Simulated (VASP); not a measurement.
# Ta5Ru (P4/mmm) in VASP: further runs, part 2 of 2

VASP 6.6.1. The steps go on from the part before.

### Step 3. Single point, PBE

This run uses another cell than the first one, of 17.44 Å³/atom.

Contents of INCAR:

```
SYSTEM = Ta5Ru
PREC     = Accurate       ! precision mode
ENCUT    = 520            ! plane-wave cutoff, eV
EDIFF    = 1E-7           ! SCF threshold, eV
ISMEAR   = 0              ! smearing method
SIGMA    = 0.1            ! smearing width, eV
LREAL    = .False.        ! projectors in reciprocal space
LASPH    = .True.         ! aspherical terms in the spheres
NELM     = 80             ! most SCF steps
ALGO     = Fast           ! electronic algorithm
ISIF     = 2              ! what is computed and relaxed
LWAVE    = .False.        ! write WAVECAR
LCHARG   = .True.         ! write CHGCAR
GGA      = PE             ! functional
LELF     = .True.         ! ELF
LVHAR    = .True.       
NBANDS   = 44             ! bands
```

Contents of KPOINTS:

```
regular mesh
0
Gamma
  12 12 4
  0 0 0
```

Contents of POSCAR:

```
Ta5Ru
1.0
    3.2396555830      0.0000000000      0.0000000000
    0.0000000000      3.2396555830      0.0000000000
    0.0000000000      0.0000000000      9.9719361507
Ta Ru
5 1
Direct
    0.0000000000      0.0000000000      0.1698725153
    0.5000000000      0.5000000000      0.3413101244
    0.5000000000      0.5000000000      0.6586898756
    0.0000000000      0.0000000000      0.8301274847
    0.5000000000      0.5000000000      0.0000000000
    0.0000000000      0.0000000000      0.5000000000
```

Potentials or basis: VASP PAW PBE potentials, release 64 (Ta_pv, Ru_pv).

Run with:

```bash
cat potpaw_PBE.64/Ta_pv/POTCAR potpaw_PBE.64/Ru_pv/POTCAR > POTCAR
mpirun -np 1 vasp_std > vasp.out
```

OUTCAR:

```text
SYSTEM = Ta5Ru
   PREC = Accurate
   ENCUT = 520
   EDIFF = 1E-7
   ISMEAR = 0
   LREAL = .False.
   LASPH = .True.
   NELM = 80
   ISIF = 2
   GGA = PE

 ion  position               nearest neighbor table
   1  0.000  0.000  0.170-   5 2.85   5 2.85   5 2.85   5 2.85   2 2.86   2 2.86   2 2.86   2 2.86
                             6 3.29   4 3.39
   2  0.500  0.500  0.341-   6 2.78   6 2.78   6 2.78   6 2.78   1 2.86   1 2.86   1 2.86   1 2.86
                             3 3.16   5 3.40
   3  0.500  0.500  0.659-   6 2.78   6 2.78   6 2.78   6 2.78   4 2.86   4 2.86   4 2.86   4 2.86
                             2 3.16   5 3.40
   4  0.000  0.000  0.830-   5 2.85   5 2.85   5 2.85   5 2.85   3 2.86   3 2.86   3 2.86   3 2.86
                             6 3.29   1 3.39
   5  0.500  0.500  0.000-   1 2.85   4 2.85   1 2.85   4 2.85   1 2.85   4 2.85   1 2.85   4 2.85
                             3 3.40   2 3.40
   6  0.000  0.000  0.500-   2 2.78   3 2.78   2 2.78   3 2.78   2 2.78   3 2.78   2 2.78   3 2.78
                             1 3.29   4 3.29

  LATTYP: Found a simple tetragonal cell.
 ALAT       =     3.2396555830
 C/A-ratio  =     3.0780852764

  Lattice vectors:

 A1 = (   3.2396555830,   0.0000000000,   0.0000000000)
 A2 = (   0.0000000000,   3.2396555830,   0.0000000000)
 A3 = (   0.0000000000,   0.0000000000,   9.9719361507)

Analysis of symmetry for initial positions (statically):
=====================================================================
 Subroutine PRICEL returns:
 Original cell was already a primitive cell.

 Routine SETGRP: Setting up the symmetry group for a
 simple tetragonal supercell.

 Subroutine GETGRP returns: Found 16 space group operations
 (whereof 16 operations were pure point group operations)
 out of a pool of 16 trial point group operations.

The static configuration has the point symmetry D_4h.

Analysis of symmetry for dynamics (positions and initial velocities):
=====================================================================
 Subroutine PRICEL returns:
 Original cell was already a primitive cell.
[... 140 lines left out ...]
   LORBIT       =      0    0 simple, 1 ext, 2 COOP (PROOUT), +10 PAW based schemes
   GGA     = PE    functional components
   LHFCALC =     F    Hartree Fock is set to
   AEXX    =    0.0000 exact exchange contribution
   IVDW    =     0    specifies the selected vdW correction
   LEPSILON=     F    determine dielectric tensor
   LRPA    =     F    only Hartree local field effects (RPA)
 non-spin polarized calculation
 RMM-DIIS sequential band-by-band and
 Gauss-broadening in eV      SIGMA  =   0.10
  energy-cutoff  :      520.00
  volume of cell :      104.66
 maximum number of plane-waves:      2856
   NGX = 13   NGY = 13   NGZ = 37

 number of electron      69.0000011 magnetization

 Free energy of the ion-electron system (eV)
  ---------------------------------------------------
  ext. energy  EPLUGINS =         0.00000000
  ---------------------------------------------------
  free energy    TOTEN  =       -69.41168665 eV

  energy without entropy =      -69.38744575  energy(sigma->0) =      -69.39956620

 E-fermi :   6.5692     XC(G=0): -12.7677

 val. band max:        6.5643707586   @ k =   0.1667   0.0833   0.2500
 cond. band min:       6.5777872722   @ k =   0.5000   0.1667   0.2500
 fundamental gap:      0.0134165137
 Fermi energy:         6.5691894546

 k-point     1 :       0.0000    0.0000    0.0000
  band No.  band energies     occupation
      1     -36.2574      2.00000
      2     -36.2562      2.00000
      3     -36.2562      2.00000
      4     -27.9209      2.00000
      5     -27.7649      2.00000
      6     -27.6871      2.00000
[... 1117 lines left out ...]
     43      10.8386      0.00000
     44      10.8578      0.00000

 [... further k-points ...]

------------------------ aborting loop because EDIFF is reached ----------------------------------------

  FORCE on cell =-STRESS in cart. coord.  units (eV):
  Direction    XX          YY          ZZ          XY          YZ          ZX
  --------------------------------------------------------------------------------------
  -------------------------------------------------------------------------------------
  Total        0.0556675      0.0556675      0.0622746      0.0000000      0.0000000      0.0000000
  in kB        0.8521882      0.8521882      0.9533323      0.0000000      0.0000000      0.0000000
  external PRESSURE =       0.8859029 kB  Pullay stress =       0.0000000 kB

 VOLUME and BASIS-vectors are now :
 -----------------------------------------------------------------------------
  energy-cutoff  :      520.00
  volume of cell :      104.66
      direct lattice vectors                 reciprocal lattice vectors
     3.239655583  0.000000000  0.000000000     0.308674788  0.000000000  0.000000000
     0.000000000  3.239655583  0.000000000     0.000000000  0.308674788  0.000000000
     0.000000000  0.000000000  9.971936151     0.000000000  0.000000000  0.100281428

 POSITION                                       TOTAL-FORCE (eV/Angst)
 -----------------------------------------------------------------------------------
      0.00000      0.00000      1.69396        -0.000000     -0.000000      0.001553
      1.61983      1.61983      3.40352         0.000000      0.000000     -0.001627
      1.61983      1.61983      6.56841         0.000000     -0.000000      0.001627
      0.00000      0.00000      8.27798         0.000000      0.000000     -0.001553
      1.61983      1.61983      0.00000         0.000000     -0.000000      0.000000
      0.00000      0.00000      4.98597         0.000000     -0.000000      0.000000
 -----------------------------------------------------------------------------------
    total drift:                                0.000000     -0.000000     -0.000000

  FREE ENERGIE OF THE ION-ELECTRON SYSTEM (eV)
  ---------------------------------------------------
  free  energy   TOTEN  =       -69.4116866526 eV

  energy  without entropy=      -69.3874457532  energy(sigma->0) =      -69.39956620
```

OSZICAR:

```text
N       E                     dE             d eps       ncg     rms          rms(c)
DAV:   1     0.748752679549E+03    0.74875E+03   -0.38681E+04  7392   0.165E+03
DAV:   2    -0.373310259941E+02   -0.78608E+03   -0.76714E+03  7964   0.508E+02
DAV:   3    -0.720430835421E+02   -0.34712E+02   -0.33192E+02  9092   0.951E+01
[... 13 lines left out ...]
RMM:  17    -0.694117033002E+02    0.34619E-05   -0.89203E-05  9760   0.363E-02    0.419E-02
RMM:  18    -0.694116937651E+02    0.95352E-05   -0.46701E-05 10000   0.224E-02    0.280E-02
RMM:  19    -0.694116858658E+02    0.78993E-05   -0.34262E-05  9097   0.285E-02    0.353E-03
RMM:  20    -0.694116866149E+02   -0.74911E-06   -0.81132E-06 10631   0.931E-03    0.266E-03
RMM:  21    -0.694116866526E+02   -0.37690E-07   -0.99434E-07  7910   0.369E-03
   1 F= -.69411687E+02 E0= -.69399566E+02  d E =-.242409E-01
```

stdout:

```text
POSCAR found type information on POSCAR TaRu
 POSCAR found :  2 types and       6 ions
 scaLAPACK will be used
 LDA part: xc-table for (Slater+PW92), standard interpolation
 POSCAR, INCAR and KPOINTS ok, starting setup
 FFT: planning ... GRIDC
 FFT: planning ... GRID_SOFT
 FFT: planning ... GRID
 WAVECAR not read
 entering main loop
```

Run time: 5 min. Hardware: 1 thread of Intel Xeon 6975P-C (Granite Rapids), shared host; peak memory 0.42 GiB.

What came out:

```
Free energy            : -69.4117 eV
Pressure               : 0.1 GPa
Band gap on the k mesh : zero (an odd number of electrons rules out a gap without spin polarisation)
```

Levels at points of the mesh, in eV from the Fermi level:
```csv
k point,band 30,band 31,band 32,band 33,band 34,band 35,band 36,band 37,band 38,band 39
"(0.00, 0.00, 0.00)",-1.62,-0.13,0.33,0.33,0.56,0.56,0.57,1.47,1.65,1.90
"(0.50, 0.00, 0.00)",-1.04,-0.62,-0.40,-0.08,-0.04,0.29,0.48,0.66,0.74,0.99
"(0.50, 0.50, 0.00)",-1.97,-0.66,-0.66,-0.63,-0.63,-0.09,0.37,1.51,1.51,2.76
"(0.00, 0.00, 0.50)",-1.62,-1.34,0.31,0.31,0.89,0.89,1.10,1.10,1.29,1.54
"(0.50, 0.00, 0.50)",-1.06,-0.77,-0.54,-0.24,0.03,0.27,0.39,1.19,1.26,1.41
"(0.50, 0.50, 0.50)",-1.65,-1.58,-1.58,-0.09,0.30,0.54,0.54,0.84,0.84,2.91
```

Caveat: spin-orbit coupling is left out, which moves the levels of the heavy elements.

### Step 4. Single point, PBE, collinear spin, ferromagnetic start

This run uses another cell than the first one, of 17.47 Å³/atom.

Contents of INCAR:

```
PREC = Accurate
ENCUT = 520
EDIFF = 1E-6
ISMEAR = 0
SIGMA = 0.1
LREAL = F
LASPH = T
NELM = 150
ALGO = Normal
ISIF = 2
LWAVE = F
LCHARG = F
ISPIN = 2
MAGMOM = 0 0 0 0 0 1
LORBIT = 11
LMAXMIX = 4
GGA = PE
NBANDS = 48
```

Contents of KPOINTS:

```
regular mesh
0
Gamma
  6 6 2
```

Contents of POSCAR:

```
Ta5Ru
1.0
    3.2481489155      0.0000000000      0.0000000000
    0.0000000000      3.2481489155      0.0000000000
    0.0000000000      0.0000000000      9.9325226899
Ta Ru
5 1
Direct
    0.0000000000      0.0000000000      0.1692648102
    0.5000000000      0.5000000000      0.3409614391
    0.5000000000      0.5000000000      0.6590385609
    0.0000000000      0.0000000000      0.8307351898
    0.5000000000      0.5000000000      0.0000000000
    0.0000000000      0.0000000000      0.5000000000
```

Run with:

```bash
cat potpaw_PBE.64/Ta_pv/POTCAR potpaw_PBE.64/Ru_pv/POTCAR > POTCAR
mpirun -np 1 vasp_std > vasp.out
```

It took 1.8 min on 1 thread of Intel Xeon 6975P-C (Granite Rapids), shared host; peak memory 0.32 GiB.

It converged, with:

| Property | Result |
| --- | --- |
| Free energy | -69.4113 eV |
| Pressure | 0.2 GPa |
| Largest force | 0.038 eV/Å |
| Net moment | 0.00 μB per cell |
| Valence electrons inside the program's atomic spheres | Ta 8.94, 8.83, 8.96 (each value once); Ru 12.63 |

Forces in eV/Å, atoms in the order of the input:
```
Ta   0.000  0.000  0.024
Ta   0.000  0.000  0.038
Ta   0.000  0.000 -0.038
Ta   0.000  0.000 -0.024
Ta   0.000  0.000  0.000
Ru   0.000  0.000  0.000
```

Stress tensor (GPa, compression positive):
```
0.30 0.00 0.00
0.00 0.30 0.00
0.00 0.00 0.05
```

Levels at points of the mesh, in eV from the Fermi level:
Spin up:
```
           k point  band 32  band 33  band 34  band 35  band 36  band 37
(0.00, 0.00, 0.00)     0.28     0.28     0.54     0.54     0.56     1.37
(0.50, 0.00, 0.00)    -0.43    -0.11    -0.08     0.28     0.43     0.61
(0.50, 0.50, 0.00)    -0.72    -0.69    -0.69    -0.14     0.30     1.44
(0.00, 0.00, 0.50)     0.29     0.29     0.83     0.83     1.04     1.04
(0.50, 0.00, 0.50)    -0.60    -0.29    -0.02     0.23     0.37     1.17
(0.50, 0.50, 0.50)    -1.60    -0.14     0.24     0.47     0.47     0.78
```
Spin down:
```tsv
k point	band 30	band 31	band 32	band 33	band 34	band 35	band 36	band 37	band 38	band 39
(0.00, 0.00, 0.00)	-1.67	-0.13	0.28	0.28	0.54	0.54	0.56	1.37	1.60	1.82
(0.50, 0.00, 0.00)	-1.11	-0.64	-0.43	-0.11	-0.08	0.28	0.43	0.61	0.75	0.94
(0.50, 0.50, 0.00)	-1.95	-0.72	-0.72	-0.69	-0.69	-0.14	0.30	1.44	1.44	2.69
(0.00, 0.00, 0.50)	-1.67	-1.36	0.29	0.29	0.83	0.83	1.04	1.04	1.19	1.50
(0.50, 0.00, 0.50)	-1.09	-0.83	-0.60	-0.29	-0.02	0.23	0.37	1.17	1.24	1.39
(0.50, 0.50, 0.50)	-1.68	-1.60	-1.60	-0.14	0.24	0.47	0.47	0.78	0.78	2.83
```

Caveat: spin-orbit coupling is left out, which moves the levels of the heavy elements.

### Step 5. Overview

| task | spin | cell | k mesh | cutoff (eV) | gap on the mesh (eV) | pressure (GPa) | largest force (eV/Å) |
| --- | --- | --- | --- | --- | --- | --- | --- |
| relaxation of cell and atoms | off | relaxed from a = 3.188, b = 3.188, c = 9.563 Å, 6 atoms, atomic positions A | 6 × 6 × 2 | 600 | none | -0.2 | 0.02 |
| single point | off | a = 3.240, b = 3.240, c = 9.972 Å, 6 atoms, atomic positions B | 12 × 12 × 4 | 520 | none | 0.1 | - |
| single point | collinear, ferromagnetic start | a = 3.248, b = 3.248, c = 9.933 Å, 6 atoms, atomic positions B | 6 × 6 × 2 | 520 | none | 0.2 | 0.04 |

Alike in all rows: level PBE; potentials or basis VASP PAW PBE potentials, release 64 (Ta_pv, Ru_pv); smearing gaussian 0.1 eV.

Caveats: spin-orbit coupling is left out, which moves the levels of the heavy elements.

Total energies depend on the potentials used, so only differences within one code and one set of settings carry meaning.
